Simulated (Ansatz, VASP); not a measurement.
## One calculation of Zr3H, two programs

```
CELL_PARAMETERS angstrom
5.36856 0.00000 0.00000
0.00000 5.36856 0.00000
0.00000 0.00000 5.36856
ATOMIC_POSITIONS crystal
Zr 0.25000 0.00000 0.50000
Zr 0.75000 0.00000 0.50000
Zr 0.00000 0.50000 0.25000
Zr 0.00000 0.50000 0.75000
Zr 0.50000 0.75000 0.00000
Zr 0.50000 0.25000 0.00000
H 0.00000 0.00000 0.00000
H 0.50000 0.50000 0.50000
```

Change from the starting cell: species swapped into the Nb3Rh type (Pm-3n, No. 223).

Alike in both runs: functional PBE; k mesh 8 × 8 × 8; occupations gaussian, width 0.1 eV; no spin polarisation.

Ansatz relaxed the structure, and its values are those at the end. VASP's run is a single point on that final structure, the one shown.

```csv
,VASP,Ansatz
version,VASP 6.6.1,Ansatz 0.2.0
potentials or method,"VASP PAW PBE potentials, release 64 (Zr_sv, H), cutoff 520 eV","scalar-relativistic, plane waves, PAW"
valence electrons in the cell,74,74
```

|  | VASP | Ansatz | Ansatz less VASP |
| --- | --- | --- | --- |
| gap on the k mesh at the Fermi level (eV) | none | none | - |
| pressure (GPa) | 0.0 | 0.0 | -0.04 |

A gap of «none» marks a metal or a gap that the smearing closes. With one functional, cell and mesh, what is left measures potentials, basis and numerics.
